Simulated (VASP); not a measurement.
## NaCl: single point with r2SCAN

The system is NaCl.

```
CELL_PARAMETERS angstrom
0.00000 2.96501 2.96501
2.96501 0.00000 2.96501
2.96501 2.96501 0.00000
ATOMIC_POSITIONS crystal
Na 0.00000 0.00000 0.00000
Cl 0.50000 0.50000 0.50000
```

This cell differs from its parent crystal: strain +5.8%.

```json
{
  "Program": "VASP 6.6.1",
  "Task": "single point",
  "Functional": "r2SCAN",
  "Potentials or basis": "VASP PAW PBE potentials, release 64 (Na_pv, Cl)",
  "Cutoff": "520 eV",
  "k mesh": "8 × 8 × 8",
  "Occupations": "gaussian, width 0.01 eV",
  "Spin": "no spin polarisation",
  "Dipole correction": "no",
  "Further INCAR settings": "ALGO = Normal; EDIFF = 1e-06; NBANDS = 14"
}
```

| Property | Result |
| --- | --- |
| Pressure | -3.2 GPa |
| Band gap on the k mesh | 5.36 eV |

Levels at points of the mesh, in eV from the valence-band top:
```
           k point  band 3  band 4  band 5  band 6  band 7  band 8  band 9  band 10  band 11  band 12
(0.00, 0.00, 0.00)  -21.84  -12.93    0.00    0.00    0.00    5.36   11.58    11.58    11.58    13.65
(0.50, 0.00, 0.00)  -21.84  -12.71   -1.51   -0.20   -0.20    7.64   10.42    11.38    11.38    14.95
(0.50, 0.50, 0.00)  -21.84  -12.67   -1.32   -0.47   -0.47    8.00    8.68    11.13    14.56    14.56
```

Wall time 70 s on 1 thread of Intel Xeon 8259CL (shared host), peak memory 0.18 GiB.

Caveat: the cell differs from its parent crystal (strain +5.8%); the cell stands under tension; the PAW data sets were made with another functional, which shifts forces and pressure a little. A k mesh can miss the band edges.
